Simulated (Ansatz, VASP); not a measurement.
Si5S: VASP beside Ansatz

```xyz
6
Lattice="5.2759 0.0000 0.0000 -2.6380 4.5691 0.0000 0.0000 0.0000 4.7665" Properties=species:S:1:pos:R:3 pbc="T T T"
Si    3.4849    0.0000    0.0000
Si   -1.7425    3.0180    0.0000
Si    0.8955    1.5510    0.0000
Si    0.0000    3.0460    2.3833
Si    2.6380    1.5230    2.3833
S     0.0000    0.0000    2.3833
```

Change from the starting cell: species swapped into the Hf5Sc type (P-62m, No. 189).

Alike in both runs: task single point; functional PBE; k mesh 6 × 6 × 4; occupations gaussian, width 0.1 eV; no spin polarisation.

|  | VASP | Ansatz |
| --- | --- | --- |
| version | VASP 6.6.1 | Ansatz 0.2.0 |
| potentials or method | VASP PAW PBE potentials, release 64 (Si, S), cutoff 520 eV | scalar-relativistic, plane waves, PAW |
| valence electrons in the cell | 26 | 26 |

|  | VASP | Ansatz | Ansatz less VASP |
| --- | --- | --- | --- |
| gap on the k mesh at the Fermi level (eV) | none | none | - |
| pressure (GPa) | -12.1 | -12.1 | +0.01 |
| traceless stress, the component that is largest in VASP (GPa) | 1.01 | 1.01 | +0.001 |
| rms of the force components (eV/Å) | 0.120 | 0.120 | +0.0001 |

Atom by atom the forces differ by 0.000 eV/Å (rms over components). A gap of «none» marks a metal or a gap that the smearing closes. With one functional, cell and mesh, what is left measures potentials, basis and numerics.
